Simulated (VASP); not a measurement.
# Ge in VASP: a series of runs

Ge is run at these levels: LDA; tasks: single point.

All numbers are computed with VASP 6.6.1; they aren't measurements. Logs are shortened: lines on timing, memory, paths and dates and some standing lists are left out, and cuts for length are marked.

## (1) The cell of the first run

The cell holds a slab with vacuum, 8 atoms: a = 3.975 Å, b = 3.975 Å, c = 25.548 Å, α = 90.00°, β = 90.00°, γ = 120.00°.

## (2) Single point, LDA

INCAR reads:

```
  PREC = Accurate
  ENCUT = 520
  EDIFF = 1E-6
  ISMEAR = 0
  SIGMA = 0.1
  LREAL = F
  LASPH = T
  NELM = 100
  ALGO = Normal
  ISIF = 2
  LWAVE = F
  LCHARG = F
  LDIPOL = T
  IDIPOL = 3
  DIPOL = 0.5 0.5 0.500
  GGA = CA
  NBANDS = 66
```

KPOINTS reads:

```
Automatic mesh
0
Gamma
  9 9 1
```

POSCAR reads:

```
Ge
1.0
    3.9749643228      0.0000000000      0.0000000000
   -1.9874821614      3.4424200827      0.0000000000
    0.0000000000      0.0000000000     25.5480205315
Ge
8
Direct
    0.0000000000      0.0000000000      0.2935648181
    0.6666666667      0.3333333333      0.3253240768
    0.6666666667      0.3333333333      0.4206018531
    0.3333333333      0.6666666667      0.4523611119
    0.3333333333      0.6666666667      0.5476388881
    0.0000000000      0.0000000000      0.5793981469
    0.0000000000      0.0000000000      0.6746759232
    0.6666666667      0.3333333333      0.7064351819
```

Potentials or basis: VASP PAW LDA potentials, release 64 (Ge_d).

Launch:

```
cat potpaw_LDA.64/Ge_d/POTCAR > POTCAR
mpirun -np 1 vasp_std > vasp.out
```

OUTCAR:

```text
PREC = Accurate
   ENCUT = 520
   EDIFF = 1E-6
   ISMEAR = 0
   LREAL = F
   LASPH = T
   NELM = 100
   ISIF = 2
   GGA = CA

 ion  position               nearest neighbor table
   1  0.000  0.000  0.294-   2 2.43   2 2.43   2 2.43
   2  0.667  0.333  0.325-   1 2.43   1 2.43   1 2.43   3 2.43
   3  0.667  0.333  0.421-   4 2.43   4 2.43   4 2.43   2 2.43
   4  0.333  0.667  0.452-   5 2.43   3 2.43   3 2.43   3 2.43
   5  0.333  0.667  0.548-   4 2.43   6 2.43   6 2.43   6 2.43
   6  0.000  0.000  0.579-   5 2.43   5 2.43   5 2.43   7 2.43
   7  0.000  0.000  0.675-   8 2.43   8 2.43   8 2.43   6 2.43
   8  0.667  0.333  0.706-   7 2.43   7 2.43   7 2.43

  LATTYP: Found a hexagonal cell.
 ALAT       =     3.9749643228
 C/A-ratio  =     6.4272326634

  Lattice vectors:

 A1 = (   3.9749643228,   0.0000000000,   0.0000000000)
 A2 = (  -1.9874821614,   3.4424200827,   0.0000000000)
 A3 = (   0.0000000000,   0.0000000000,  25.5480205315)

Analysis of symmetry for initial positions (statically):
=====================================================================
 Subroutine PRICEL returns:
 Original cell was already a primitive cell.

 Routine SETGRP: Setting up the symmetry group for a
 hexagonal supercell.

 Subroutine GETGRP returns: Found 12 space group operations
 (whereof  6 operations were pure point group operations)
 out of a pool of 24 trial point group operations.

The static configuration has the point symmetry C_3v.
 The point group associated with its full space group is D_3d.

Analysis of symmetry for dynamics (positions and initial velocities):
=====================================================================
 Subroutine PRICEL returns:
 Original cell was already a primitive cell.

 Routine SETGRP: Setting up the symmetry group for a
 hexagonal supercell.

 Subroutine GETGRP returns: Found 12 space group operations
 (whereof  6 operations were pure point group operations)
 out of a pool of 24 trial point group operations.

The dynamic configuration has the point symmetry C_3v.
 The point group associated with its full space group is D_3d.

 Subroutine INISYM returns: Found 12 space group operations
 (whereof  6 operations are pure point group operations),
 and found     1 'primitive' translations

----------------------------------------------------------------------------------------

                                     Primitive cell

  volume of cell :     349.5863

  direct lattice vectors                    reciprocal lattice vectors
     3.974964323  0.000000000  0.000000000     0.251574585  0.145246654  0.000000000
    -1.987482161  3.442420083  0.000000000     0.000000000  0.290493309  0.000000000
     0.000000000  0.000000000 25.548020532     0.000000000  0.000000000  0.039141976

  length of vectors
     3.974964323  3.974964323 25.548020532     0.290493309  0.290493309  0.039141976

  position of ions in fractional coordinates (direct lattice)
     0.000000000  0.000000000  0.293564818
     0.666666667  0.333333333  0.325324077
     0.666666667  0.333333333  0.420601853
     0.333333333  0.666666667  0.452361112
     0.333333333  0.666666667  0.547638888
     0.000000000  0.000000000  0.579398147
     0.000000000  0.000000000  0.674675923
     0.666666667  0.333333333  0.706435182

  ion indices of the primitive-cell ions
   primitive index   ion index
                 1           1
                 2           2
                 3           3
                 4           4
                 5           5
                 6           6
                 7           7
                 8           8

----------------------------------------------------------------------------------------

 KPOINTS: Automatic mesh

Automatic generation of k-mesh.
 Grid dimensions read from file:
 generate k-points for:    9    9    1

 Generating k-lattice:

  Cartesian coordinates                     Fractional coordinates (reciprocal lattice)
     0.027952732  0.016138517  0.000000000     0.111111111 -0.000000000  0.000000000
     0.000000000  0.032277034  0.000000000     0.000000000  0.111111111  0.000000000
     0.000000000  0.000000000  0.039141976     0.000000000  0.000000000  1.000000000

  Length of vectors
     0.032277034  0.032277034  0.039141976

  Shift w.r.t. Gamma in fractional coordinates (k-lattice)
     0.000000000  0.000000000  0.000000000

 Subroutine IBZKPT returns following result:
 ===========================================

 Found     12 irreducible k-points:

 Following reciprocal coordinates:
            Coordinates               Weight
  0.000000  0.000000  0.000000      1.000000
  0.111111  0.000000  0.000000      6.000000
  0.222222  0.000000  0.000000      6.000000
  0.333333  0.000000  0.000000      6.000000
  0.444444  0.000000  0.000000      6.000000
  0.111111  0.111111  0.000000      6.000000
  0.222222  0.111111  0.000000     12.000000
  0.333333  0.111111  0.000000     12.000000
  0.444444  0.111111  0.000000      6.000000
  0.222222  0.222222  0.000000      6.000000
  0.333333  0.222222  0.000000     12.000000
  0.333333  0.333333  0.000000      2.000000
   k-points           NKPTS =     12   k-points in BZ     NKDIM =     12   number of bands    NBANDS=     66
   number of dos      NEDOS =    301   number of ions     NIONS =      8
   total plane-waves  NPLWV = 172800
   dimension x,y,z NGX =    30 NGY =   30 NGZ =  192
   dimension x,y,z NGXF=    60 NGYF=   60 NGZF=  384
   ions per type =               8
   NGX,Y,Z   is equivalent  to a cutoff of  12.55, 12.55, 12.49 a.u.
   NGXF,Y,Z  is equivalent  to a cutoff of  25.09, 25.09, 24.99 a.u.
 SYSTEM =  unknown system
   PREC   = accura    normal or accurate (medium, high low for compatibility)
   ISTART =      0    job   : 0-new  1-cont  2-samecut
   ICHARG =      2    charge: 1-file 2-atom 10-const
   ISPIN  =      1    spin polarized calculation?
   LNONCOLLINEAR =      F non collinear calculations
   LSORBIT =      F    spin-orbit coupling
   LASPH  =      T    aspherical Exc in radial PAW
   ENCUT  =  520.0 eV  38.22 Ry    6.18 a.u.   7.39  7.39 47.50*2*pi/ulx,y,z
   NELM   =    100;   NELMIN=  2; NELMDL= -5     # of ELM steps
   EDIFF  = 0.1E-05   stopping-criterion for ELM
   LREAL  =      F    real-space projection
   EDIFFG = 0.1E-04   stopping-criterion for IOM
   NSW    =      0    number of steps for IOM
   IBRION =     -1    ionic relax: 0-MD 1-quasi-New 2-CG
   NFREE  =      0    steps in history (QN), initial steepest desc. (CG)
   ISIF   =      2    stress and relaxation
   ISYM   =      2    0-nonsym 1-usesym 2-fastsym
   POTIM  = 0.5000    time-step for ionic-motion
   TEBEG  =    0.0;   TEEND  =   0.0 temperature during run
   PSTRESS=    0.0 pullay stress
   NELECT =     112.0000    total number of electrons
   NUPDOWN=      -1.0000    fix difference up-down
   EMIN   =  10.00;   EMAX   =-10.00  energy-range for DOS
   EFERMI =   0.00;   METHOD = LEGACY
   ISMEAR =     0;   SIGMA  =   0.10  broadening in eV -4-tet -1-fermi 0-gaus
   EFERMI_NEDOS =   21; number of points for ismear=-14 and -15
   IALGO  =     38    algorithm
   IMIX   =      4    mixing-type and parameters
     AMIX     =   0.40;   BMIX     =  1.00
     AMIX_MAG =   1.60;   BMIX_MAG =  1.00
  volume/ion in A,a.u.               =      43.70       294.89
  Fermi-wavevector in a.u.,A,eV,Ry     =   1.120201  2.116873 17.073282  1.254851
  Thomas-Fermi vector in A             =   2.256846
   LORBIT       =      0    0 simple, 1 ext, 2 COOP (PROOUT), +10 PAW based schemes
   GGA     = CA    functional components
   LHFCALC =     F    Hartree Fock is set to
   AEXX    =    0.0000 exact exchange contribution
   IVDW    =     0    specifies the selected vdW correction
   LEPSILON=     F    determine dielectric tensor
   LRPA    =     F    only Hartree local field effects (RPA)
 non-spin polarized calculation
 Gauss-broadening in eV      SIGMA  =   0.10
  energy-cutoff  :      520.00
  volume of cell :      349.59
 maximum number of plane-waves:      9473
 NGX is ok and might be reduce to    30
   NGX = 15   NGY = 15   NGZ = 95

 dipolmoment           0.000000      0.000000     -0.000000 electrons x Angstroem

 number of electron     112.0000112 magnetization

 dipolmoment           0.000000      0.000000      0.000000 electrons x Angstroem

 Free energy of the ion-electron system (eV)
  ---------------------------------------------------
  ext. energy  EPLUGINS =         0.00000000
  ---------------------------------------------------
  free energy    TOTEN  =       -39.30413697 eV

  energy without entropy =      -39.26167018  energy(sigma->0) =      -39.28290358

 E-fermi :  -0.1359     XC(G=0):  -5.8654

 val. band max:       -0.1407170369   @ k =   0.1111   0.0000   0.0000
 cond. band min:      -0.1268975932   @ k =   0.3333   0.2222   0.0000
 fundamental gap:      0.0138194437
 Fermi energy:        -0.1359442753

 k-point     1 :       0.0000    0.0000    0.0000
  band No.  band energies     occupation
      1     -24.9145      2.00000
      2     -24.9145      2.00000
      3     -24.9024      2.00000
      4     -24.9024      2.00000
      5     -24.8902      2.00000
      6     -24.8456      2.00000
[... 58 lines left out ...]
     65       3.6805      0.00000
     66       3.9973      0.00000

 k-point     2 :       0.1111    0.0000    0.0000
  band No.  band energies     occupation
      1     -24.9235      2.00000
      2     -24.9174      2.00000
      3     -24.9051      2.00000
      4     -24.9044      2.00000
      5     -24.8898      2.00000
      6     -24.8465      2.00000
[... 679 lines left out ...]
     65       4.7949      0.00000
     66       4.8868      0.00000

 k-point    12 :       0.3333    0.3333    0.0000
  band No.  band energies     occupation
      1     -24.9408      2.00000
      2     -24.9408      2.00000
      3     -24.9406      2.00000
      4     -24.9012      2.00000
      5     -24.9012      2.00000
      6     -24.8378      2.00000
[... 58 lines left out ...]
     65       6.0392      0.00000
     66       6.0464      0.00000

------------------------ aborting loop because EDIFF is reached ----------------------------------------

 vacuum level on the upper side and lower side of the slab       (xc-potential included)        -0.126        -0.126

  FORCE on cell =-STRESS in cart. coord.  units (eV):
  Direction    XX          YY          ZZ          XY          YZ          ZX
  --------------------------------------------------------------------------------------
  -------------------------------------------------------------------------------------
  Total       -0.1675507     -0.1675507      1.6997780      0.0000000      0.0000000      0.0000000
  in kB       -0.7678959     -0.7678959      7.7901969      0.0000000      0.0000000      0.0000000
  external PRESSURE =       2.0848017 kB  Pullay stress =       0.0000000 kB

 VOLUME and BASIS-vectors are now :
 -----------------------------------------------------------------------------
  energy-cutoff  :      520.00
  volume of cell :      349.59
      direct lattice vectors                 reciprocal lattice vectors
     3.974964323  0.000000000  0.000000000     0.251574585  0.145246654  0.000000000
    -1.987482161  3.442420083  0.000000000     0.000000000  0.290493309  0.000000000
     0.000000000  0.000000000 25.548020532     0.000000000  0.000000000  0.039141976

 POSITION                                       TOTAL-FORCE (eV/Angst)
 -----------------------------------------------------------------------------------
      0.00000      0.00000      7.50000         0.000000     -0.000000      0.098783
      1.98748      1.14747      8.31139        -0.000000     -0.000000     -0.392658
      1.98748      1.14747     10.74554        -0.000000      0.000000      0.206158
     -0.00000      2.29495     11.55693        -0.000000     -0.000000     -0.071947
     -0.00000      2.29495     13.99109        -0.000000     -0.000000      0.071947
      0.00000      0.00000     14.80248         0.000000      0.000000     -0.206158
      0.00000      0.00000     17.23663         0.000000      0.000000      0.392658
      1.98748      1.14747     18.04802        -0.000000      0.000000     -0.098783
 -----------------------------------------------------------------------------------
    total drift:                               -0.000000      0.000000      0.000000

  FREE ENERGIE OF THE ION-ELECTRON SYSTEM (eV)
  ---------------------------------------------------
  free  energy   TOTEN  =       -39.3041369722 eV

  energy  without entropy=      -39.2616701843  energy(sigma->0) =      -39.28290358

 vacuum level on the upper side and lower side of the slab         4.719         4.719
```

Wall time 4.6 min (1 thread of Intel Xeon 6975P-C (Granite Rapids), shared host); peak memory 0.42 GiB.

Results:

```yaml
Free_energy: -39.3041 eV
Largest_force: 0.393 eV/Å
Band_gap_on_the_k_mesh: zero (bands 56 and 57 overlap by 0.35 eV)
```

Forces in eV/Å, atoms in the order of the input:
```
Ge   0.000  0.000  0.099
Ge   0.000  0.000 -0.393
Ge   0.000  0.000  0.206
Ge   0.000  0.000 -0.072
Ge   0.000  0.000  0.072
Ge   0.000  0.000 -0.206
Ge   0.000  0.000  0.393
Ge   0.000  0.000 -0.099
```

Levels at points of the mesh, in eV from the Fermi level:
```csv
k point,band 54,band 55,band 56,band 57,band 58,band 59
"(0.00, 0.00, 0.00)",-0.07,0.23,0.23,0.48,0.90,1.01
```

## (3) Single point, LDA

INCAR reads:

```
ALGO = Normal ; DIPOL = 0.5 0.5 0.500
EDIFF = 1E-6 ; ENCUT = 520
IDIPOL = 3 ; ISIF = 2
ISMEAR = 0 ; LASPH = True
LCHARG = False ; LDIPOL = True
LREAL = False ; LWAVE = False
NBANDS = 66 ; NELM = 60
PREC = Accurate ; SIGMA = 0.1
```

KPOINTS reads:

```
k-points
0
Gamma
  9 9 1
```

POSCAR reads:

```
Ge
1.0
    3.9749643228      0.0000000000      0.0000000000
   -1.9874821614      3.4424200827      0.0000000000
    0.0000000000      0.0000000000     25.5480205315
Ge
8
Direct
    0.0000000000      0.0000000000      0.2927109504
    0.6666666667      0.3333333333      0.3226705829
    0.6666666667      0.3333333333      0.4201677548
    0.3333333333      0.6666666667      0.4518050360
    0.3333333333      0.6666666667      0.5481949665
    0.0000000000      0.0000000000      0.5798322447
    0.0000000000      0.0000000000      0.6773294161
    0.6666666667      0.3333333333      0.7072890486
```

Potentials or basis: VASP PAW LDA potentials, release 64 (Ge_d).

Launch:

```
cat potpaw_LDA.64/Ge_d/POTCAR > POTCAR
mpirun -np 1 vasp_std > vasp.out
```

Wall time 4.7 min (1 thread of Intel Xeon 6975P-C (Granite Rapids), shared host); peak memory 0.42 GiB.

Results (log left out):

* Free energy: -39.3272 eV
* Largest force: 0.012 eV/Å
* Band gap on the k mesh: zero (bands 56 and 57 overlap by 0.26 eV)

Forces in eV/Å, atoms in the order of the input:
```
Ge   0.000  0.000 -0.012
Ge   0.000  0.000 -0.001
Ge   0.000  0.000  0.000
Ge   0.000  0.000  0.004
Ge   0.000  0.000 -0.004
Ge   0.000  0.000  0.000
Ge   0.000  0.000  0.001
Ge   0.000  0.000  0.012
```

Levels at points of the mesh, in eV from the Fermi level:
```tsv
k point	band 54	band 55	band 56	band 57	band 58	band 59
(0.00, 0.00, 0.00)	-0.18	0.14	0.14	0.48	0.79	1.02
```

The gap in the log of VASP goes by the Fermi energy; the results here count the filled bands.